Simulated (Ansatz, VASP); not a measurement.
**Sr: VASP beside Ansatz**

```
Sr
1.0
    -3.70636    3.70636    2.02088
     3.70636   -3.70636    2.02088
     3.70636    3.70636   -2.02088
Sr
2
Direct
  0.00000 0.00000 0.00000
  0.75000 0.25000 0.50000
```

Alike in both runs: task single point; functional PBE; k mesh 8 × 8 × 8; occupations fermi-dirac, width 0.05 eV; no spin polarisation.

```csv
,VASP,Ansatz
version,VASP 6.6.1,Ansatz 0.2.0
potentials or method,"VASP PAW PBE potentials, release 64 (Sr_sv)",Ansatz PAW
plane-wave cutoff (eV),520,420
valence electrons in the cell,20,20
```

```tsv
	VASP	Ansatz	Ansatz less VASP
gap on the k mesh at the Fermi level (eV)	none	none	-
pressure (GPa)	0.0	0.0	0.00
traceless stress, the component that is largest in VASP (GPa)	-0.34	-0.34	+0.004
```

A gap of «none» marks a metal or a gap that the smearing closes. The functional is the same, so the differences come from potentials, cutoffs and numerics.
